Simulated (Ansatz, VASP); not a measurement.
## Au in VASP and in Ansatz

```
Au
1.0
    -1.65727    1.73185    1.65727
     1.65727   -1.73185    1.65727
     1.65727    1.73185   -1.65727
Au
1
Direct
  0.00000 0.00000 0.00000
```

Change from the starting cell: strain +0.0450 x Voigt [0, 1, 0, 0, 0, 0], atoms carried along.

Alike in both runs: task single point; functional r2SCAN; k mesh 20 × 20 × 20; occupations gaussian, width 0.15 eV; no spin polarisation.

|  | VASP | Ansatz |
| --- | --- | --- |
| version | VASP 6.6.1 | Ansatz 0.2.0 |
| potentials or method | VASP PAW PBE potentials, release 64 (Au), cutoff 520 eV | scalar-relativistic, plane waves, PAW |
| valence electrons in the cell | 11 | 19 |

Ansatz gave:

* gap on the k mesh at the Fermi level (eV): none
* pressure (GPa): -9.3
* traceless stress, the component that is largest in VASP (GPa): 0.22

Task: What did VASP give for the same quantities?

Result: gap on the k mesh at the Fermi level (eV): none; pressure (GPa): -9.2; traceless stress, the component that is largest in VASP (GPa): 0.23.

VASP's potentials were made for PBE, not for r2SCAN. A gap of «none» marks a metal or a gap that the smearing closes. With one functional, cell and mesh, what is left measures potentials, basis and numerics. VASP's potentials hold 11 valence electrons a cell and Ansatz's 19, so a difference there can come from the potentials and not from the codes.

Spin-orbit coupling is off throughout.
